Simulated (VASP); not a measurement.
Write the native input for VASP 6.6.1 that does the following.

| Quantity | Value |
| --- | --- |
| Task | single point |
| Functional | PBE |
| Potentials or basis | VASP PAW PBE potentials, release 64 (Te, Pb_d) |
| Cutoff | 520 eV |
| k mesh | 8 × 8 × 8 |
| Occupations | gaussian, width 0.05 eV |
| Spin | no spin polarisation |
| Dipole correction | no |
| Further INCAR settings | ALGO = Normal; EDIFF = 1e-07; NBANDS = 17 |

The structure of TePb lies in POSCAR:

```
TePb
1.0
    0.4048964354      3.4416197006      3.4416197006
    3.4416197006      0.4048964354      3.4416197006
    3.4416197006      3.4416197006      0.4048964354
Te Pb
1 1
Direct
    0.5000000000      0.5000000000      0.5000000000
    0.0000000000      0.0000000000      0.0000000000
```

This cell differs from its parent crystal: ratio of the length along [111] to the lengths across it x 1.2, volume and fractional coordinates fixed.

These files were run (other wordings do the same):

INCAR

```
SYSTEM = TePb
  ALGO = Normal
  EDIFF = 1E-7
  ENCUT = 520
  GGA = PE
  ISIF = 2
  ISMEAR = 0
  LASPH = .TRUE.
  LCHARG = .FALSE.
  LREAL = .FALSE.
  LWAVE = .FALSE.
  NBANDS = 17
  NELM = 100
  PREC = Accurate
  SIGMA = 0.05
```

KPOINTS

```
k-points
0
G
  8 8 8
  0 0 0
```

Potentials or basis: VASP PAW PBE potentials, release 64 (Te, Pb_d).

The run is started by

```console
$ cat potpaw_PBE.64/Te/POTCAR potpaw_PBE.64/Pb_d/POTCAR > POTCAR
$ mpirun -np 1 vasp_std > vasp.out
```

Results of the run:

```
Pressure               : 1.8 GPa
Band gap on the k mesh : zero (band 10 reaches 6.39 eV, above the bottom of band 11 at 5.56 eV)
```

Caveat: spin-orbit coupling is left out, which moves the levels of the heavy elements.

Wall time 28 s on 1 thread of Intel(R) Xeon(R) 6975P-C (Granite Rapids), with other jobs on the host, peak memory 0.24 GiB.
